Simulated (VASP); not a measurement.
Crystal: CdH2.

```
Cd H
1.0
     1.73100    0.99939    5.65341
    -1.73100    0.99939    5.65341
     0.00000   -1.99878    5.65341
Cd H
1 2
Direct
  0.00000 0.00000 0.00000
  0.25000 0.25000 0.25000
  0.75000 0.75000 0.75000
```

This cell differs from its parent crystal: atoms taken out.

- Program: VASP 6.6.1
- Task: relaxation of cell and atoms
- Functional: PBE
- Potentials or basis: VASP PAW PBE potentials, release 64 (Cd, H)
- Cutoff: 600 eV
- k mesh: 6 × 6 × 6
- Occupations: gaussian, width 0.1 eV
- Spin: no spin polarisation

At the start: pressure -8.9 GPa; volume 19.56 Å³/atom.

**Question.** Where does the relaxation end?

**Answer.** Over 10 steps the energy falls by 293.8 meV/atom and the volume is 13.92 Å³/atom (-28.8 %); space group R-3m (No. 166, to 0.1 Å) before and after.

The path:
```csv
step,energy change (eV),largest force (eV/Å),pressure (GPa),volume (Å³)
1,0.0000,1.1630,-8.95,58.68
2,-0.5593,0.8863,-6.76,49.88
3,-0.8301,0.3682,-0.51,42.15
4,-0.8335,0.2454,1.23,40.91
5,-0.8341,0.2780,0.74,41.23
6,-0.8570,0.2138,0.49,41.44
7,-0.8802,0.0357,-0.27,41.99
8,-0.8807,0.0576,-0.19,41.92
9,-0.8807,0.0618,-0.17,41.91
10,-0.8814,0.0292,0.21,41.76
```

Final structure:
```cif
data_structure
_symmetry_space_group_name_H-M 'P 1'
_symmetry_Int_Tables_number 1
_cell_length_a 5.1343
_cell_length_b 5.1343
_cell_length_c 5.1343
_cell_angle_alpha 35.969
_cell_angle_beta 35.969
_cell_angle_gamma 35.969
_cell_volume 41.76
loop_
_atom_site_label
_atom_site_type_symbol
_atom_site_fract_x
_atom_site_fract_y
_atom_site_fract_z
_atom_site_occupancy
Cd1 Cd 0.00000 0.00000 0.00000 1
H1 H 0.26204 0.26204 0.26204 1
H2 H 0.73796 0.73796 0.73796 1
```

Caveat: the cell differs from its parent crystal (atoms taken out); the volume moved by over 15 % at a fixed basis, so the end points are rough.
